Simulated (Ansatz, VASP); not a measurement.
CaO in VASP and in Ansatz

```
Ca O
1.0
     0.00000    2.44900    2.44900
     2.44900    0.00000    2.44900
     2.44900    2.44900    0.00000
Ca O
1 1
Cartesian
  0.4375 0.0000 0.0000
  2.4490 2.4490 2.4490
```

Change from the starting cell: all Ca atoms moved +0.438 Å, as atom 1 along Cartesian [1 0 0].

Alike in both runs: task single point; functional PBE; k mesh 8 × 8 × 8; occupations gaussian, width 0.05 eV; no spin polarisation.

|  | VASP | Ansatz |
| --- | --- | --- |
| version | VASP 6.6.1 | Ansatz 0.2.0 |
| potentials or method | VASP PAW PBE potentials, release 64 (Ca_sv, O), cutoff 520 eV | scalar-relativistic, plane waves, PAW |
| valence electrons in the cell | 16 | 16 |

Ansatz gave:

| Quantity | Value |
| --- | --- |
| gap on the k mesh at the Fermi level (eV) | 4.05 |
| least direct gap on the mesh (eV) | 4.23 |
| pressure (GPa) | 4.4 |
| traceless stress, the component that is largest in VASP (GPa) | 16.84 |
| rms of the force components (eV/Å) | 1.404 |

What did VASP give for the same quantities?

gap on the k mesh at the Fermi level (eV): 4.03; least direct gap on the mesh (eV): 4.21; pressure (GPa): 5.0; traceless stress, the component that is largest in VASP (GPa): 17.49; rms of the force components (eV/Å): 1.460.

Atom by atom the forces differ by 0.057 eV/Å (rms over components).
